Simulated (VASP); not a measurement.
# Au (Pm-3m) in VASP: relaxation of cell and atoms with PBE

Aim: the relaxation of cell and atoms of Au with PBE.

Everything below comes from runs of VASP 6.6.1. Logs are shortened: lines on timing, memory, paths and dates and some standing lists are left out, and cuts for length are marked.

## (1) The cell of the first run

The structure is cubic, space group Pm-3m (No. 221). The conventional cell has a = 2.745 Å, b = 2.745 Å, c = 2.745 Å, α = 90.00°, β = 90.00°, γ = 90.00°. Au (site symmetry m-3m) has 6 Au at 2.74 Å within 3.6 Å.

The cell was generated, and may not be a known phase.

## (2) Relaxation of cell and atoms, PBE

The input, INCAR:

```
SYSTEM = Au
  PREC = Accurate
  ENCUT = 600
  EDIFF = 1E-7
  ISMEAR = 0
  SIGMA = 0.1
  LREAL = .FALSE.
  LASPH = .TRUE.
  NELM = 100
  ALGO = Fast
  ISIF = 3
  LWAVE = .FALSE.
  LCHARG = .FALSE.
  GGA = PE
  IBRION = 2
  NSW = 100
  EDIFFG = -0.01
```

The input, KPOINTS:

```
Automatic mesh
0
G
  20 20 20
  0 0 0
```

The input, POSCAR:

```
Au
1.0
    2.7446258108      0.0000000000      0.0000000000
    0.0000000000      2.7446258108      0.0000000000
    0.0000000000      0.0000000000      2.7446258108
Au
1
Direct
    0.5000000000      0.5000000000      0.5000000000
```

Potentials or basis: VASP PAW PBE potentials, release 64 (Au).

Run with:

```console
$ cat potpaw_PBE.64/Au/POTCAR > POTCAR
$ mpirun -np 1 vasp_std > vasp.out
```

OUTCAR:

```text
SYSTEM = Au
   PREC = Accurate
   ENCUT = 600
   EDIFF = 1E-7
   ISMEAR = 0
   LREAL = .FALSE.
   LASPH = .TRUE.
   NELM = 100
   ISIF = 3
   GGA = PE
   IBRION = 2
   NSW = 100
   EDIFFG = -0.01

 ion  position               nearest neighbor table
   1  0.500  0.500  0.500-

  LATTYP: Found a simple cubic cell.
 ALAT       =     2.7446258108

  Lattice vectors:

 A1 = (   2.7446258108,   0.0000000000,   0.0000000000)
 A2 = (   0.0000000000,   2.7446258108,   0.0000000000)
 A3 = (   0.0000000000,   0.0000000000,   2.7446258108)

Analysis of symmetry for initial positions (statically):
=====================================================================
 Subroutine PRICEL returns:
 Original cell was already a primitive cell.

 Routine SETGRP: Setting up the symmetry group for a
 simple cubic supercell.

 Subroutine GETGRP returns: Found 48 space group operations
 (whereof 48 operations were pure point group operations)
 out of a pool of 48 trial point group operations.

The static configuration has the point symmetry O_h .

Analysis of symmetry for dynamics (positions and initial velocities):
=====================================================================
 Subroutine PRICEL returns:
 Original cell was already a primitive cell.

 Routine SETGRP: Setting up the symmetry group for a
 simple cubic supercell.

 Subroutine GETGRP returns: Found 48 space group operations
 (whereof 48 operations were pure point group operations)
 out of a pool of 48 trial point group operations.

The dynamic configuration has the point symmetry O_h .

 Subroutine INISYM returns: Found 48 space group operations
 (whereof 48 operations are pure point group operations),
 and found     1 'primitive' translations

----------------------------------------------------------------------------------------

                                     Primitive cell

  volume of cell :      20.6752

  direct lattice vectors                    reciprocal lattice vectors
     2.744625811  0.000000000  0.000000000     0.364348392  0.000000000  0.000000000
     0.000000000  2.744625811  0.000000000     0.000000000  0.364348392  0.000000000
     0.000000000  0.000000000  2.744625811     0.000000000  0.000000000  0.364348392

  length of vectors
     2.744625811  2.744625811  2.744625811     0.364348392  0.364348392  0.364348392

  position of ions in fractional coordinates (direct lattice)
     0.500000000  0.500000000  0.500000000

  ion indices of the primitive-cell ions
   primitive index   ion index
                 1           1

----------------------------------------------------------------------------------------

 KPOINTS: Automatic mesh

Automatic generation of k-mesh.
 Grid dimensions read from file:
 generate k-points for:   20   20   20

 Generating k-lattice:

  Cartesian coordinates                     Fractional coordinates (reciprocal lattice)
     0.018217420  0.000000000  0.000000000     0.050000000  0.000000000  0.000000000
     0.000000000  0.018217420  0.000000000     0.000000000  0.050000000  0.000000000
     0.000000000  0.000000000  0.018217420     0.000000000  0.000000000  0.050000000

  Length of vectors
     0.018217420  0.018217420  0.018217420

  Shift w.r.t. Gamma in fractional coordinates (k-lattice)
     0.000000000  0.000000000  0.000000000

 Subroutine IBZKPT returns following result:
 ===========================================

 Found    286 irreducible k-points:

 Following reciprocal coordinates:
            Coordinates               Weight
  0.000000  0.000000  0.000000      1.000000
  0.050000  0.000000  0.000000      6.000000
  0.100000  0.000000  0.000000      6.000000
  0.150000  0.000000  0.000000      6.000000
  0.200000  0.000000  0.000000      6.000000
  0.250000  0.000000  0.000000      6.000000
[... 16 lines left out ...]
  0.150000  0.100000  0.000000     24.000000
  0.200000  0.100000  0.000000     24.000000
 [... further k-points ...]
   k-points           NKPTS =    286   k-points in BZ     NKDIM =    286   number of bands    NBANDS=      9
   number of dos      NEDOS =    301   number of ions     NIONS =      1
   total plane-waves  NPLWV =  13824
   dimension x,y,z NGX =    24 NGY =   24 NGZ =   24
   dimension x,y,z NGXF=    48 NGYF=   48 NGZF=   48
   ions per type =               1
   NGX,Y,Z   is equivalent  to a cutoff of  14.54, 14.54, 14.54 a.u.
   NGXF,Y,Z  is equivalent  to a cutoff of  29.07, 29.07, 29.07 a.u.
 SYSTEM =  Au
   PREC   = accura    normal or accurate (medium, high low for compatibility)
   ISTART =      0    job   : 0-new  1-cont  2-samecut
   ICHARG =      2    charge: 1-file 2-atom 10-const
   ISPIN  =      1    spin polarized calculation?
   LNONCOLLINEAR =      F non collinear calculations
   LSORBIT =      F    spin-orbit coupling
   LASPH  =      T    aspherical Exc in radial PAW
   ENCUT  =  600.0 eV  44.10 Ry    6.64 a.u.   5.48  5.48  5.48*2*pi/ulx,y,z
   NELM   =    100;   NELMIN=  2; NELMDL= -5     # of ELM steps
   EDIFF  = 0.1E-06   stopping-criterion for ELM
   LREAL  =      F    real-space projection
   EDIFFG = -.1E-01   stopping-criterion for IOM
   NSW    =    100    number of steps for IOM
   IBRION =      2    ionic relax: 0-MD 1-quasi-New 2-CG
   NFREE  =      1    steps in history (QN), initial steepest desc. (CG)
   ISIF   =      3    stress and relaxation
   ISYM   =      2    0-nonsym 1-usesym 2-fastsym
   POTIM  = 0.5000    time-step for ionic-motion
   TEBEG  =    0.0;   TEEND  =   0.0 temperature during run
   PSTRESS=    0.0 pullay stress
   NELECT =      11.0000    total number of electrons
   NUPDOWN=      -1.0000    fix difference up-down
   EMIN   =  10.00;   EMAX   =-10.00  energy-range for DOS
   EFERMI =   0.00;   METHOD = LEGACY
   ISMEAR =     0;   SIGMA  =   0.10  broadening in eV -4-tet -1-fermi 0-gaus
   EFERMI_NEDOS =   21; number of points for ismear=-14 and -15
   IALGO  =     68    algorithm
   IMIX   =      4    mixing-type and parameters
     AMIX     =   0.40;   BMIX     =  1.00
     AMIX_MAG =   1.60;   BMIX_MAG =  1.00
  volume/ion in A,a.u.               =      20.68       139.52
  Fermi-wavevector in a.u.,A,eV,Ry     =   1.326547  2.506810 23.942532  1.759726
  Thomas-Fermi vector in A             =   2.455925
   LORBIT       =      0    0 simple, 1 ext, 2 COOP (PROOUT), +10 PAW based schemes
   GGA     = PE    functional components
   LHFCALC =     F    Hartree Fock is set to
   AEXX    =    0.0000 exact exchange contribution
   IVDW    =     0    specifies the selected vdW correction
   LEPSILON=     F    determine dielectric tensor
   LRPA    =     F    only Hartree local field effects (RPA)
 conjugate gradient relaxation of ions
 non-spin polarized calculation
 RMM-DIIS sequential band-by-band and
 Gauss-broadening in eV      SIGMA  =   0.10
  energy-cutoff  :      600.00
  volume of cell :       20.68
 maximum number of plane-waves:       739
 NGX is ok and might be reduce to    24
   NGX = 11   NGY = 11   NGZ = 11

--------------------------------------- Ionic step        1  -------------------------------------------

 number of electron      11.0000001 magnetization

 Free energy of the ion-electron system (eV)
  ---------------------------------------------------
  ext. energy  EPLUGINS =         0.00000000
  ---------------------------------------------------
  free energy    TOTEN  =        -3.02307741 eV

  energy without entropy =       -3.02178440  energy(sigma->0) =       -3.02243091

------------------------ aborting loop because EDIFF is reached ----------------------------------------

  FORCE on cell =-STRESS in cart. coord.  units (eV):
  Direction    XX          YY          ZZ          XY          YZ          ZX
  --------------------------------------------------------------------------------------
  -------------------------------------------------------------------------------------
  Total        0.0434935      0.0434935      0.0434935      0.0000000      0.0000000     -0.0000000
  in kB        3.3704283      3.3704283      3.3704283      0.0000000      0.0000000     -0.0000000
  external PRESSURE =       3.3704283 kB  Pullay stress =       0.0000000 kB

 VOLUME and BASIS-vectors are now :
 -----------------------------------------------------------------------------
  energy-cutoff  :      600.00
  volume of cell :       20.68
      direct lattice vectors                 reciprocal lattice vectors
     2.744625811  0.000000000  0.000000000     0.364348392  0.000000000  0.000000000
     0.000000000  2.744625811  0.000000000     0.000000000  0.364348392  0.000000000
     0.000000000  0.000000000  2.744625811     0.000000000  0.000000000  0.364348392
[... 36 lines left out ...]
 POSITION                                       TOTAL-FORCE (eV/Angst)
 -----------------------------------------------------------------------------------
      1.37519      1.37519      1.37519        -0.000000      0.000000      0.000000
 -----------------------------------------------------------------------------------
    total drift:                                0.000000     -0.000000     -0.000000

  FREE ENERGIE OF THE ION-ELECTRON SYSTEM (eV)
  ---------------------------------------------------
  free  energy   TOTEN  =        -3.0230694812 eV

  energy  without entropy=       -3.0217553344  energy(sigma->0) =       -3.02241241

--------------------------------------- Ionic step        3  -------------------------------------------

 number of electron      11.0000001 magnetization

 Free energy of the ion-electron system (eV)
  ---------------------------------------------------
  ext. energy  EPLUGINS =         0.00000000
  ---------------------------------------------------
  free energy    TOTEN  =        -3.02314234 eV

  energy without entropy =       -3.02183972  energy(sigma->0) =       -3.02249103

 E-fermi :   6.2511     XC(G=0): -11.4303

 val. band max:        6.1895024357   @ k =   0.4000   0.3000   0.0000
 cond. band min:       6.2649402572   @ k =   0.4000   0.3000   0.0500
 fundamental gap:      0.0754378215
 Fermi energy:         6.2510953654

 k-point     1 :       0.0000    0.0000    0.0000
  band No.  band energies     occupation
      1      -1.4693      2.00000
      2       0.6783      2.00000
      3       0.6783      2.00000
      4       4.8447      2.00000
      5       4.8447      2.00000
      6       4.8447      2.00000
      7      20.1305      0.00000
      8      20.1305      0.00000
      9      20.1305      0.00000

 k-point     2 :       0.0500    0.0000    0.0000
  band No.  band energies     occupation
      1      -1.4081      2.00000
      2       0.6875      2.00000
      3       0.7251      2.00000
      4       4.8042      2.00000
      5       4.8042      2.00000
      6       4.8479      2.00000
      7      19.5862      0.00000
      8      20.2304      0.00000
      9      20.2304      0.00000
[... 253 lines left out ...]
 k-point    24 :       0.2000    0.1000    0.0000
  band No.  band energies     occupation
      1      -0.3964      2.00000
      2       0.9645      2.00000
      3       1.5677      2.00000
      4       4.1357      2.00000
      5       4.3194      2.00000
      6       4.7429      2.00000
      7      15.7725      0.00000
      8      19.6335      0.00000
      9      21.9919      0.00000

 [... further k-points ...]
[... 5 lines left out ...]
  --------------------------------------------------------------------------------------
  -------------------------------------------------------------------------------------
  Total        0.0009037      0.0009037      0.0009037      0.0000000     -0.0000000      0.0000000
  in kB        0.0698153      0.0698153      0.0698153      0.0000000     -0.0000000      0.0000000
  external PRESSURE =       0.0698153 kB  Pullay stress =       0.0000000 kB

 VOLUME and BASIS-vectors are now :
 -----------------------------------------------------------------------------
  energy-cutoff  :      600.00
  volume of cell :       20.74
      direct lattice vectors                 reciprocal lattice vectors
     2.747424860 -0.000000000 -0.000000000     0.363977197 -0.000000000  0.000000000
     0.000000000  2.747424860  0.000000000     0.000000000  0.363977197 -0.000000000
    -0.000000000  0.000000000  2.747424860     0.000000000 -0.000000000  0.363977197

 POSITION                                       TOTAL-FORCE (eV/Angst)
 -----------------------------------------------------------------------------------
      1.37371      1.37371      1.37371        -0.000000      0.000000      0.000000
 -----------------------------------------------------------------------------------
    total drift:                                0.000000     -0.000000     -0.000000

  FREE ENERGIE OF THE ION-ELECTRON SYSTEM (eV)
  ---------------------------------------------------
  free  energy   TOTEN  =        -3.0231423414 eV

  energy  without entropy=       -3.0218397171  energy(sigma->0) =       -3.02249103

 reached required accuracy - stopping structural energy minimisation
```

Wall time 98 s (1 thread of Intel Xeon 8259CL, shared host); peak memory 0.21 GiB.

Results:

| Item | Value |
| --- | --- |
| Free energy | -3.0231 eV |
| Relaxed volume | 20.74 Å³/atom |
| Relaxed cell | a = 2.747 Å, b = 2.747 Å, c = 2.747 Å, α = 90.00°, β = 90.00°, γ = 90.00° |
| Space group after relaxing (to 0.1 Å) | Pm-3m (No. 221) |
| Energy gained by relaxing | 0.1 meV/atom |
| Ionic steps | 3 |
| Pressure after relaxing | 0.0 GPa |
| Band gap on the k mesh | zero (an odd number of electrons rules out a gap without spin polarisation) |

Final structure:
```yaml
crystal:
  lattice:
    - [2.74742, 0.00000, 0.00000]
    - [0.00000, 2.74742, 0.00000]
    - [0.00000, 0.00000, 2.74742]
  atoms:
    - { symbol: Au, position: [0.50000, 0.50000, 0.50000] }
```

Caveat: spin-orbit coupling is left out, which moves the levels of the heavy elements.

The gap in the log of VASP goes by the Fermi energy; the results here count the filled bands.